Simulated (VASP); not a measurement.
Wanted: the native input for a VASP 6.6.1 run.

```
Task                   : single point
Functional             : PBE
Potentials or basis    : VASP PAW PBE potentials, release 64 (Zn, C, F)
Cutoff                 : 520 eV
k mesh                 : 6 × 6 × 6
Occupations            : gaussian, width 0.02 eV
Spin                   : no spin polarisation
Dipole correction      : no
Further INCAR settings : ALGO = Normal; EDIFF = 1e-06; NBANDS = 39
```

The structure of ZnCF6 lies in POSCAR:

```
ZnCF6
1.0
    0.0000000000      3.6115512542      3.6115512542
    3.6115512542      0.0000000000      3.6115512542
    3.6115512542      3.6115512542      0.0000000000
Zn C F
1 1 6
Direct
    0.5000000000      0.5000000000      0.5000000000
    0.0000000000      0.0000000000      0.0000000000
    0.2169169743      0.2169169743      0.7830830257
    0.7830830257      0.7830830257      0.2169169743
    0.7830830257      0.2169169743      0.2169169743
    0.2169169743      0.7830830257      0.7830830257
    0.2169169743      0.7830830257      0.2169169743
    0.7830830257      0.2169169743      0.7830830257
```

The cell was generated, and may not be a known phase.

These files were run (other wordings do the same):

INCAR

```
SYSTEM = ZnCF6
ALGO = Normal ; EDIFF = 1E-6
ENCUT = 520 ; GGA = PE
ISIF = 2 ; ISMEAR = 0
LASPH = .True. ; LCHARG = .False.
LREAL = .False. ; LWAVE = .False.
NBANDS = 39 ; NELM = 100
PREC = Accurate ; SIGMA = 0.02
```

KPOINTS

```
k-points
0
Gamma
  6 6 6
  0 0 0
```

Potentials or basis: VASP PAW PBE potentials, release 64 (Zn, C, F).

Launch:

```bash
$ cat potpaw_PBE.64/Zn/POTCAR potpaw_PBE.64/C/POTCAR potpaw_PBE.64/F/POTCAR > POTCAR
$ mpirun -np 1 vasp_std > vasp.out
```

It gave:

```json
{
  "Pressure": "0.3 GPa",
  "Largest force": "0.055 eV/Å",
  "Band gap on the k mesh": "2.79 eV"
}
```

Run time: 28 s on 1 thread of Intel(R) Xeon(R) 6975P-C (Granite Rapids), with other jobs on the host, peak memory 0.25 GiB.
